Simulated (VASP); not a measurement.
Set up this calculation in VASP 6.6.1, as the native input.

```
Task                   : single point
Functional             : LDA
Potentials or basis    : VASP PAW LDA potentials, release 64 (Sn_d)
Cutoff                 : 520 eV
k mesh                 : 10 × 10 × 10
Occupations            : fermi-dirac, width 0.05 eV
Spin                   : no spin polarisation
Dipole correction      : no
Further INCAR settings : ALGO = Fast; EDIFF = 1e-06; NBANDS = 13
```

The structure of Sn lies in POSCAR:

```
Sn
1.0
   -2.0426281431      2.0426281431      1.6717587207
    2.0426281431     -2.0426281431      1.6717587207
    2.0426281431      2.0426281431     -1.6717587207
Sn
1
Direct
    0.0000000000      0.0000000000      0.0000000000
```

One way to write it, as run:

INCAR

```
PREC     = Accurate       # precision mode
ENCUT    = 520            # plane-wave cutoff, eV
EDIFF    = 1E-6           # SCF threshold, eV
ISMEAR   = -1             # smearing method
SIGMA    = 0.05           # smearing width, eV
LREAL    = False          # projectors in reciprocal space
LASPH    = True           # aspherical terms in the spheres
NELM     = 80             # most SCF steps
ALGO     = Fast           # electronic algorithm
ISIF     = 2              # what is computed and relaxed
LWAVE    = False          # write WAVECAR
LCHARG   = True           # write CHGCAR
GGA      = CA             # functional
LELF     = True           # ELF
LVHAR    = True         
NBANDS   = 13             # bands
```

KPOINTS

```
Automatic mesh
0
Gamma
  10 10 10
```

Potentials or basis: VASP PAW LDA potentials, release 64 (Sn_d).

Run with:

```bash
$ cat potpaw_LDA.64/Sn_d/POTCAR > POTCAR
$ mpirun -np 1 vasp_std > vasp.out
```

It gave:

* Pressure: -4.0 GPa
* Band gap on the k mesh: zero (bands 7 and 8 overlap by 8.48 eV)

Caveat: the cell stands under tension; spin-orbit coupling is left out, which moves the levels of the heavy elements.

It took 18 s on 1 thread of Intel(R) Xeon(R) 6975P-C (Granite Rapids), with other jobs on the host, peak memory 0.15 GiB.
